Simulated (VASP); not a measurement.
The system is Na3H.

```
CELL_PARAMETERS angstrom
2.52186 0.00000 0.00000
0.00000 3.95901 0.00000
0.00000 0.00000 7.61835
ATOMIC_POSITIONS crystal
Na 0.50000 0.00000 0.00000
Na 0.50000 0.00000 0.68777
Na 0.50000 0.00000 0.31223
H 0.00000 0.00000 0.50000
```

```yaml
Program: VASP 6.6.1
Task: relaxation of cell and atoms
Functional: PBE
Potentials_or_basis: VASP PAW PBE potentials, release 64 (Na_pv, H)
Cutoff: 600 eV
k_mesh: 6 × 4 × 2
Occupations: gaussian, width 0.1 eV
Spin: no spin polarisation
```

At the start: pressure 14.7 GPa; volume 19.02 Å³/atom.

Q: Where does the relaxation end?

A: Over 13 steps the energy falls by 654.2 meV/atom and the volume is 28.96 Å³/atom (+52.3 %); space group Pmmm (No. 47, to 0.05 Å).

Step by step:
```tsv
step	energy change (eV)	largest force (eV/Å)	pressure (GPa)	volume (Å³)
1	0.0000	0.3414	14.68	76.06
2	-1.8759	0.6135	4.25	96.29
3	-2.3138	0.6682	1.08	110.54
4	-2.2806	0.6467	-1.56	141.51
5	-2.4023	0.6674	-0.70	125.80
6	-2.4063	0.6691	-0.38	122.29
7	-2.4629	0.5615	-0.38	121.24
8	-2.5785	0.2139	-0.20	118.06
9	-2.4989	0.6686	0.79	111.57
10	-2.6029	0.0204	0.01	116.16
11	-2.6036	0.0615	0.05	115.85
12	-2.6157	0.0449	-0.08	115.87
13	-2.6167	0.0394	-0.12	115.86
```

Final structure:
```
Na H
1.0
     3.29155    0.00000    0.00000
     0.00000    3.51759    0.00000
     0.00000    0.00000   10.00624
Na H
3 1
Cartesian
  1.6458 0.0000 0.0000
  1.6458 0.0000 6.5780
  1.6458 3.5176 3.4282
  3.2916 0.0000 5.0031
```

Caveat: the k points lie up to 0.45 Å⁻¹ apart in the final cell; the volume moved by over 15 % at a fixed basis, so the end points are rough.
